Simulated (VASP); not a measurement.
# InSb (Fm-3m) in VASP: notebook, part 2 of 2

VASP 6.6.1.

**4. Single point, PBEsol (26.77 Å³/atom)**

This run uses another cell than the first one, of 26.77 Å³/atom.

File INCAR:

```
ALGO = Normal ; EDIFF = 1E-6
ENCUT = 520 ; GGA = PS
ISIF = 2 ; ISMEAR = 0
LASPH = True ; LCHARG = False
LREAL = False ; LWAVE = False
NBANDS = 16 ; NELM = 60
PREC = Accurate ; SIGMA = 0.15
```

File KPOINTS:

```
k-points
0
Gamma
  14 14 14
```

File POSCAR:

```
InSb
1.0
    0.0000000000      2.9915316739      2.9915316739
    2.9915316739      0.0000000000      2.9915316739
    2.9915316739      2.9915316739      0.0000000000
In Sb
1 1
Direct
    0.0000000000      0.0000000000      0.0000000000
    0.5000000000      0.5000000000      0.5000000000
```

Potentials or basis: VASP PAW PBE potentials, release 64 (In_d, Sb).

The run is started by

```sh
cat potpaw_PBE.64/In_d/POTCAR potpaw_PBE.64/Sb/POTCAR > POTCAR
mpirun -np 1 vasp_std > vasp.out
```

OUTCAR:

```text
EDIFF = 1E-6
   ENCUT = 520
   GGA = PS
   ISIF = 2
   ISMEAR = 0
   LASPH = True
   LREAL = False
   NELM = 60
   PREC = Accurate

 ion  position               nearest neighbor table
   1  0.000  0.000  0.000-   2 2.99   2 2.99   2 2.99   2 2.99   2 2.99   2 2.99
   2  0.500  0.500  0.500-   1 2.99   1 2.99   1 2.99   1 2.99   1 2.99   1 2.99

  LATTYP: Found a face centered cubic cell.
 ALAT       =     5.9830633478

  Lattice vectors:

 A1 = (   0.0000000000,   2.9915316739,   2.9915316739)
 A2 = (   2.9915316739,   0.0000000000,   2.9915316739)
 A3 = (   2.9915316739,   2.9915316739,   0.0000000000)

Analysis of symmetry for initial positions (statically):
=====================================================================
 Subroutine PRICEL returns:
 Original cell was already a primitive cell.

 Routine SETGRP: Setting up the symmetry group for a
 face centered cubic supercell.

 Subroutine GETGRP returns: Found 48 space group operations
 (whereof 48 operations were pure point group operations)
 out of a pool of 48 trial point group operations.

The static configuration has the point symmetry O_h .

Analysis of symmetry for dynamics (positions and initial velocities):
[... 161 lines left out ...]
 val. band max:        7.3862354028   @ k =   0.4286   0.2143   0.0000
 cond. band min:       7.4126305003   @ k =  -0.2857   0.2143   0.0000
 fundamental gap:      0.0263950975
 Fermi energy:         7.3965319394

 k-point     1 :       0.0000    0.0000    0.0000
  band No.  band energies     occupation
      1      -7.0281      2.00000
      2      -7.0281      2.00000
      3      -6.9924      2.00000
      4      -6.9924      2.00000
      5      -6.9924      2.00000
      6      -4.0732      2.00000
[... 433 lines left out ...]
      3      -6.9988      2.00000
      4      -6.9731      2.00000
      5      -6.9680      2.00000
      6      -3.2068      2.00000
[... 8 lines left out ...]
     15      16.0430      0.00000
     16      16.2785      0.00000

 [... further k-points ...]

------------------------ aborting loop because EDIFF is reached ----------------------------------------

  FORCE on cell =-STRESS in cart. coord.  units (eV):
  Direction    XX          YY          ZZ          XY          YZ          ZX
  --------------------------------------------------------------------------------------
  -------------------------------------------------------------------------------------
  Total        0.5598276      0.5598276      0.5598276      0.0000000     -0.0000000      0.0000000
  in kB       16.7515154     16.7515154     16.7515154      0.0000000     -0.0000000      0.0000000
  external PRESSURE =      16.7515154 kB  Pullay stress =       0.0000000 kB

 VOLUME and BASIS-vectors are now :
 -----------------------------------------------------------------------------
  energy-cutoff  :      520.00
  volume of cell :       53.54
      direct lattice vectors                 reciprocal lattice vectors
     0.000000000  2.991531674  2.991531674    -0.167138461  0.167138461  0.167138461
     2.991531674  0.000000000  2.991531674     0.167138461 -0.167138461  0.167138461
     2.991531674  2.991531674  0.000000000     0.167138461  0.167138461 -0.167138461

 POSITION                                       TOTAL-FORCE (eV/Angst)
 -----------------------------------------------------------------------------------
      0.00000      0.00000      0.00000         0.000000      0.000000      0.000000
      2.99153      2.99153      2.99153         0.000000      0.000000     -0.000000
 -----------------------------------------------------------------------------------
    total drift:                                0.000000     -0.000000     -0.000000

  FREE ENERGIE OF THE ION-ELECTRON SYSTEM (eV)
  ---------------------------------------------------
  free  energy   TOTEN  =        -7.5306391674 eV

  energy  without entropy=       -7.5135695258  energy(sigma->0) =       -7.52210435
```

stdout:

```text
POSCAR found type information on POSCAR InSb
 POSCAR found :  2 types and       2 ions
 scaLAPACK will be used
 -----------------------------------------------------------------------------
|                                                                             |
|                                                                             |
|     You enforced a specific xc type in the INCAR file but a different       |
|     I HOPE YOU KNOW WHAT YOU ARE DOING!                                     |
|                                                                             |
 -----------------------------------------------------------------------------

 LDA part: xc-table for (Slater+PW92), standard interpolation
 POSCAR, INCAR and KPOINTS ok, starting setup
 FFT: planning ... GRIDC
 FFT: planning ... GRID_SOFT
 FFT: planning ... GRID
 WAVECAR not read
 entering main loop
```

Wall time 23 s (1 thread of Intel Xeon 6975P-C (Granite Rapids), shared host); peak memory 0.23 GiB.

Results:

```
Free energy            : -7.5306 eV
Pressure               : 1.7 GPa
Band gap on the k mesh : zero (bands 9 and 10 overlap by 3.00 eV)
```

Levels at points of the mesh, in eV from the Fermi level:
```tsv
k point	band 6	band 7	band 8	band 9	band 10	band 11	band 12	band 13
(0.00, 0.00, 0.00)	-11.47	-0.06	-0.06	-0.06	0.05	6.21	6.21	6.21
(0.50, 0.00, 0.00)	-9.44	-6.80	0.38	0.38	2.23	2.44	2.44	3.53
(0.50, 0.50, 0.00)	-8.58	-4.86	-3.32	-2.35	-2.35	3.06	8.75	8.75
```

Caveat: the PAW data sets were made with another functional, which shifts forces and pressure a little; spin-orbit coupling is left out, which moves the levels of the heavy elements.

**5. Overview**

```csv
cell,gap on the mesh (eV),pressure (GPa)
"a = 4.152 Å, angles 60.0°, 2 atoms",none,5.8
"a = 4.192 Å, angles 60.0°, 2 atoms",none,3.6
"a = 4.231 Å, angles 60.0°, 2 atoms",none,1.7
```

Alike in all rows: task single point; level PBEsol; potentials or basis VASP PAW PBE potentials, release 64 (In_d, Sb); no spin polarisation; k mesh 14 × 14 × 14; cutoff (eV) 520; smearing gaussian 0.15 eV.

Caveats: the PAW data sets were made with another functional, which shifts forces and pressure a little; spin-orbit coupling is left out, which moves the levels of the heavy elements; the cell stands under pressure (at least some runs).

Total energies depend on the potentials used, so only differences within one code and one set of settings carry meaning.
